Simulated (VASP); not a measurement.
Crystal: BaTiO3.

```
Ba Ti O
1.0
     3.98550    0.00000    0.00000
     0.00000    2.83690    2.84515
     0.00000   -2.83690    2.84515
Ba Ti O
1 1 3
Direct
  0.00000 0.00000 0.00000
  0.50000 0.51240 0.51240
  0.50000 0.99184 0.50524
  0.50000 0.50524 0.99184
  0.00000 0.48740 0.48740
```

Base run:

* Program: VASP 6.6.1
* Functional: PBEsol
* Potentials or basis: VASP PAW PBE potentials, release 64 (Ba_sv, Ti_sv, O)
* Cutoff: 520 eV
* k mesh: 7 × 7 × 7
* Occupations: fermi-dirac, width 0.05 eV
* Spin: no spin polarisation
* Hubbard terms: Ti d U = 1.0 eV

Its results: band gap on the k mesh 1.98 eV (least direct gap 2.12 eV); pressure -1.3 GPa; largest force 0.225 eV/Å.

Task: The run is repeated on the same cell with these changes: hubbard terms from Ti d U = 1.0 eV to none. What comes out?

Result: Band gap on the k mesh 1.88 eV (least direct gap 2.01 eV); pressure -2.1 GPa; largest force 0.277 eV/Å.

The U term pushes filled and empty states of the shell apart.

Caveats: the PAW data sets were made with another functional, which shifts forces and pressure a little; spin-orbit coupling is left out, which moves the levels of the heavy elements; an odd mesh through Γ misses points on the zone boundary, where band edges can lie.
